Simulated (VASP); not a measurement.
Crystal: H.

```
H
1.0
    -1.70306    1.70306    2.13957
     1.70306   -1.70306    2.13957
     1.70306    1.70306   -2.13957
H
2
Direct
  0.91226 0.91226 0.00000
  0.08774 0.08774 0.00000
```

| Item | Value |
| --- | --- |
| Program | VASP 6.6.1 |
| Task | relaxation of cell and atoms |
| Functional | PBE |
| Potentials or basis | VASP PAW PBE potentials, release 64 (H_h) |
| Cutoff | 1230 eV |
| k mesh | 8 × 8 × 8 |
| Occupations | gaussian, width 0.02 eV |
| Spin | no spin polarisation |

At the start: pressure 0.2 GPa; volume 12.41 Å³/atom.

Q: How do energy, volume and symmetry change on relaxing?

A: Over 12 steps the energy falls by 2.0 meV/atom and the volume is 15.58 Å³/atom (+25.5 %); space group I4/mmm (No. 139, to 0.1 Å) before and after.

Step by step:
```tsv
step	energy change (eV)	largest force (eV/Å)	pressure (GPa)	volume (Å³)
1	0.0000	0.0291	0.23	24.82
2	-0.0001	0.0536	0.36	24.89
3	-0.0001	0.0448	0.34	24.88
4	-0.0001	0.0444	0.34	24.91
5	-0.0003	0.0434	0.33	25.00
6	-0.0006	0.0415	0.31	25.19
7	-0.0011	0.0382	0.28	25.56
8	-0.0021	0.0336	0.23	26.31
9	-0.0034	0.0325	0.14	27.86
10	-0.0040	0.0623	0.06	31.14
11	0.0117	0.9716	-1.31	31.55
12	-0.0040	0.0052	-0.03	31.16
```

Final structure:
```cif
data_structure
_symmetry_space_group_name_H-M 'P 1'
_symmetry_Int_Tables_number 1
_cell_length_a 3.4740
_cell_length_b 3.4740
_cell_length_c 3.4740
_cell_angle_alpha 116.066
_cell_angle_beta 116.066
_cell_angle_gamma 96.961
_cell_volume 31.16
loop_
_atom_site_label
_atom_site_type_symbol
_atom_site_fract_x
_atom_site_fract_y
_atom_site_fract_z
_atom_site_occupancy
H1 H 0.91849 0.91849 0.00000 1
H2 H 0.08151 0.08151 0.00000 1
```

Caveat: the volume moved by over 15 % at a fixed basis, so the end points are rough; this functional lacks dispersion, which holds the molecules together, so the pressure and a relaxed volume are unreliable.
